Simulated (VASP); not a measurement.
**PtS2: single point with PBEsol+D3(BJ)**

The system is PtS2.

```xyz
3
Lattice="3.5629 0.0000 0.0000 -1.7814 3.0855 0.0000 0.0000 0.0000 4.4334" Properties=species:S:1:pos:R:3 pbc="T T T"
Pt    0.0000    0.0000    0.0000
S     1.7814    1.0285    3.2431
S     0.0000    2.0570    1.1903
```

```json
{
 "Program": "VASP 6.6.1",
 "Task": "single point",
 "Functional": "PBEsol",
 "Dispersion": "D3(BJ)",
 "Potentials or basis": "VASP PAW PBE potentials, release 64 (Pt, S)",
 "Cutoff": "520 eV",
 "k mesh": "9 × 9 × 5",
 "Occupations": "fermi-dirac, width 0.05 eV",
 "Spin": "no spin polarisation"
}
```

```yaml
Pressure: -1.0 GPa
Largest_force: 0.032 eV/Å
Band_gap_on_the_k_mesh: zero (band 11 reaches 9.09 eV, above the bottom of band 12 at 8.82 eV)
Dispersion_energy_per_atom: -0.409 eV
```

Forces in eV/Å, atoms in the order of the input:
```
Pt   0.000  0.000  0.000
S    0.000  0.000  0.032
S    0.000  0.000 -0.032
```

Stress tensor (GPa, compression positive):
```
-1.09  0.00  0.00
 0.00 -1.09  0.00
 0.00  0.00 -0.87
```

Levels at points of the mesh, in eV from the Fermi level:
| k point | band 7 | band 8 | band 9 | band 10 | band 11 | band 12 | band 13 | band 14 | band 15 | band 16 |
| --- | --- | --- | --- | --- | --- | --- | --- | --- | --- | --- |
| (0.00, 0.00, 0.00) | -4.34 | -2.49 | -1.60 | -1.60 | 0.36 | 0.93 | 0.93 | 3.09 | 5.19 | 7.23 |

Wall time 36 s on 1 thread of Intel Xeon 8259CL, on a shared host, peak memory 0.21 GiB.

Caveat: three body term missing; the PAW data sets were made with another functional, which shifts forces and pressure a little; spin-orbit coupling is left out, which moves the levels of the heavy elements; pairwise dispersion overbinds metals, which lowers pressure and volume.
